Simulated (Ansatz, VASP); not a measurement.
**SnTe: VASP beside Ansatz**

INCAR

```
SYSTEM = SnTe
PREC = Accurate
ENCUT = 520
EDIFF = 1E-8
ISMEAR = -1
SIGMA = 0.08
LREAL = .FALSE.
LASPH = .TRUE.
NELM = 60
ALGO = Normal
ISIF = 2
LWAVE = .FALSE.
LCHARG = .FALSE.
GGA = PE
LEFG = .TRUE.
NBANDS = 17
```

KPOINTS

```
regular mesh
0
G
  11 11 11
  0 0 0
```

Contents of POSCAR:

```
SnTe
1.0
    0.0000000000      3.1029896626      3.1029896626
    3.1029896626      0.0000000000      3.1029896626
    3.1029896626      3.1029896626      0.0000000000
Sn Te
1 1
Direct
    0.0000000000      0.0000000000      0.0000000000
    0.5000000000      0.5000000000      0.5000000000
```

Input for Ansatz:

```yaml
crystal:
  lattice:
    - [0.0, 3.1029896626, 3.1029896626]
    - [3.1029896626, 0.0, 3.1029896626]
    - [3.1029896626, 3.1029896626, 0.0]
  atoms:
    - { symbol: Sn, position: [0.0, 0.0, 0.0] }
    - { symbol: Te, position: [0.5, 0.5, 0.5] }
kpoints:
  mp_grid: { grid: [11, 11, 11] }
scf:
  occupations: { method: fermi_dirac, width: 0.08 }
hamiltonian:
  xc: pbe
  pseudopotentials: { kind: paw }
output:
  forces: true
  stress: true
  eigenvalues: true
  efg: { contact_densities: true }
```

Change from the starting cell: volume scaled by 0.95, PAW files.

Alike in both runs: task electric field gradients; functional PBE; k mesh 11 × 11 × 11; occupations fermi-dirac, width 0.08 eV; no spin polarisation.

|  | VASP | Ansatz |
| --- | --- | --- |
| version | VASP 6.6.1 | Ansatz 0.2.0 |
| potentials or method | VASP PAW PBE potentials, release 64 (Sn_d, Te) | PAW with Ansatz's default frozen-core files, scalar-relativistic |
| plane-wave cutoff (eV) | 520 | 420 |
| valence electrons in the cell | 20 | 30 |

```csv
,VASP,Ansatz,Ansatz less VASP
pressure (GPa),4.8,4.8,+0.02
```

VASP's potentials hold 20 valence electrons a cell and Ansatz's 30, so a difference there can come from the potentials and not from the codes.

Neither program's run includes spin-orbit coupling.
